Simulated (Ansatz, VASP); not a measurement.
**NaH: VASP beside Ansatz**

INCAR

```
SYSTEM = NaH
PREC = Accurate
ENCUT = 520
EDIFF = 1E-7
ISMEAR = 0
SIGMA = 0.02
LREAL = .False.
LASPH = .True.
NELM = 80
ALGO = Normal
ISIF = 2
LWAVE = .False.
LCHARG = .False.
GGA = PE
NBANDS = 11
```

File KPOINTS:

```
Automatic mesh
0
Gamma
  10 10 10
  0 0 0
```

POSCAR

```
NaH
1.0
    2.8312747532     -0.0019799331      0.0181444614
   -0.0019799331      2.8312747532     -0.0181444614
    0.0181444614     -0.0181444614      2.9199284732
Na H
1 1
Direct
   -0.0061820970      0.0061820970     -0.0051598042
    0.5061820970      0.4938179030      0.5051598042
```

Input for Ansatz:

```yaml
crystal:
  lattice:
    - [2.8312747532, -0.0019799331, 0.0181444614]
    - [-0.0019799331, 2.8312747532, -0.0181444614]
    - [0.0181444614, -0.0181444614, 2.9199284732]
  atoms:
    - { symbol: Na, position: [-0.006182097, 0.006182097, -0.0051598042] }
    - { symbol: H, position: [0.506182097, 0.493817903, 0.5051598042] }
basis:
  ecutwfc: 420
kpoints:
  mp_grid: { grid: [10, 10, 10] }
hamiltonian:
  xc: pbe
scf:
  occupations: { method: gaussian, width: 0.02 }
output:
  forces: true
  stress: true
  eigenvalues: true
  populations: true
```

Alike in both runs: task single point; functional PBE; k mesh 10 × 10 × 10; occupations gaussian, width 0.02 eV; no spin polarisation.

|  | VASP | Ansatz |
| --- | --- | --- |
| version | VASP 6.6.1 | Ansatz 0.2.0 |
| potentials or method | VASP PAW PBE potentials, release 64 (Na_pv, H), cutoff 520 eV | scalar-relativistic, plane waves, PAW |
| valence electrons in the cell | 8 | 10 |

Ansatz gave:

- gap on the k mesh at the Fermi level (eV): 0.84
- least direct gap on the mesh (eV): 4.67
- pressure (GPa): 3.2
- traceless stress, the component that is largest in VASP (GPa): -2.64
- rms of the force components (eV/Å): 0.023

Question: What did VASP give for the same quantities?

Answer: gap on the k mesh at the Fermi level (eV): 0.83; least direct gap on the mesh (eV): 4.66; pressure (GPa): 3.1; traceless stress, the component that is largest in VASP (GPa): -2.65; rms of the force components (eV/Å): 0.023.

Atom by atom the forces differ by 0.000 eV/Å (rms over components). The functional is the same, so the differences come from potentials, cutoffs and numerics. VASP's potentials hold 8 valence electrons a cell and Ansatz's 10, so a difference there can come from the potentials and not from the codes.
